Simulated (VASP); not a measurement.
Sn2Ge3: single point with PBE

Crystal: Sn2Ge3.

```
Sn Ge
1.0
     7.30529    0.00000    0.00000
    -3.65264    6.32656    0.00000
     0.00000    0.00000    5.90857
Sn Ge
4 6
Direct
  0.33333 0.66667 0.23435
  0.66667 0.33333 0.23435
  0.66667 0.33333 0.76565
  0.33333 0.66667 0.76565
  0.38221 0.00000 0.50000
  0.00000 0.38221 0.50000
  0.61779 0.61779 0.50000
  0.61779 0.00000 0.50000
  0.00000 0.61779 0.50000
  0.38221 0.38221 0.50000
```

```json
{
 "Program": "VASP 6.6.1",
 "Task": "single point",
 "Functional": "PBE",
 "Potentials or basis": "VASP PAW PBE potentials, release 64 (Sn_d, Ge_d)",
 "Cutoff": "520 eV",
 "k mesh": "3 × 3 × 4",
 "Occupations": "gaussian, width 0.1 eV",
 "Spin": "no spin polarisation",
 "Dipole correction": "no",
 "Further INCAR settings": "ALGO = Normal; EDIFF = 1e-06; NBANDS = 81"
}
```

| Property | Result |
| --- | --- |
| Pressure | 42.7 GPa |
| Largest force | 29.428 eV/Å |
| Band gap on the k mesh | zero (band 70 reaches 5.89 eV, above the bottom of band 71 at 4.02 eV) |

Forces in eV/Å, atoms in the order of the input:
```
Sn    0.000   0.000  -2.475
Sn    0.000   0.000  -2.475
Sn    0.000   0.000   2.475
Sn    0.000   0.000   2.475
Ge  -29.428   0.000   0.000
Ge   14.714 -25.486   0.000
Ge   14.714  25.486   0.000
Ge   29.428   0.000   0.000
Ge  -14.714  25.486   0.000
Ge  -14.714 -25.486   0.000
```

Stress tensor (GPa, compression positive):
```
55.01  0.00  0.00
 0.00 55.01  0.00
 0.00  0.00 18.06
```

Levels at points of the mesh, in eV from the Fermi level:
| k point | band 68 | band 69 | band 70 | band 71 | band 72 | band 73 | band 74 | band 75 |
| --- | --- | --- | --- | --- | --- | --- | --- | --- |
| (0.00, 0.00, 0.00) | -2.20 | -1.41 | -0.87 | -0.87 | 0.17 | 0.17 | 1.58 | 2.21 |
| (0.00, 0.00, 0.50) | -1.98 | -1.79 | -1.79 | 0.28 | 0.36 | 1.00 | 2.31 | 2.48 |

Wall time 4.3 min on 1 thread of AMD EPYC 7R13 Processor (Zen 3), on a shared host, peak memory 0.4 GiB.

Caveat: spin-orbit coupling is left out, which moves the levels of the heavy elements; forces of over 1 eV/Å act on the atoms, so gaps and moduli don't describe the material at rest.
